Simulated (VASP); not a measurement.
## CaH8: single point with PBE

CaH8:

```
CELL_PARAMETERS angstrom
3.13454 -2.14965 -0.12307
3.13454 2.14965 -0.12307
-1.41308 0.00000 5.05479
ATOMIC_POSITIONS crystal
Ca 0.50000 0.50000 0.00000
H 0.00000 0.50000 0.50000
H 0.50000 0.00000 0.50000
H 0.33282 0.83436 0.50113
H 0.16564 0.66718 0.49887
H 0.66718 0.16564 0.49887
H 0.83436 0.33282 0.50113
H 0.15495 0.15495 0.00010
H 0.84505 0.84505 0.99990
```

* Program: VASP 6.6.1
* Task: single point
* Functional: PBE
* Potentials or basis: VASP PAW PBE potentials, release 64 (Ca_sv, H)
* Cutoff: 520 eV
* k mesh: 12 × 12 × 8
* Occupations: gaussian, width 0.1 eV
* Spin: no spin polarisation

The pressure is -0.2 GPa, the largest force is 0.007 eV/Å and the band gap on the k mesh is zero (band 9 reaches 2.42 eV, above the bottom of band 10 at -0.33 eV).

Forces in eV/Å, atoms in the order of the input:
```
Ca   0.000  0.000  0.000
H    0.000  0.000  0.000
H    0.000  0.000  0.000
H    0.000  0.000  0.000
H    0.000  0.000  0.000
H    0.000  0.000  0.000
H    0.000  0.000  0.000
H   -0.007  0.000  0.000
H    0.007  0.000  0.000
```

Levels at points of the mesh, in eV from the Fermi level:
| k point | band 6 | band 7 | band 8 | band 9 | band 10 | band 11 | band 12 | band 13 |
| --- | --- | --- | --- | --- | --- | --- | --- | --- |
| (0.00, 0.00, 0.00) | -4.56 | -3.79 | -3.71 | 1.60 | 2.25 | 3.20 | 3.37 | 3.95 |
| (0.50, 0.00, 0.00) | -8.67 | -2.60 | -1.88 | -1.18 | -1.15 | 2.39 | 4.82 | 5.31 |
| (0.50, 0.50, 0.00) | -7.39 | -7.29 | -2.89 | -1.53 | 2.71 | 3.91 | 3.96 | 5.95 |
| (0.00, 0.00, 0.50) | -5.13 | -3.78 | -3.72 | 1.53 | 2.49 | 3.22 | 3.56 | 4.02 |
| (0.50, 0.00, 0.50) | -8.67 | -2.94 | -2.28 | -1.18 | -0.88 | 3.26 | 4.60 | 4.87 |
| (0.50, 0.50, 0.50) | -7.40 | -7.30 | -2.82 | -1.50 | 2.97 | 4.17 | 4.92 | 5.11 |

It took 7.7 min on 1 thread of Oxide Virtual Turin-like Processor, on a shared host, peak memory 0.42 GiB.
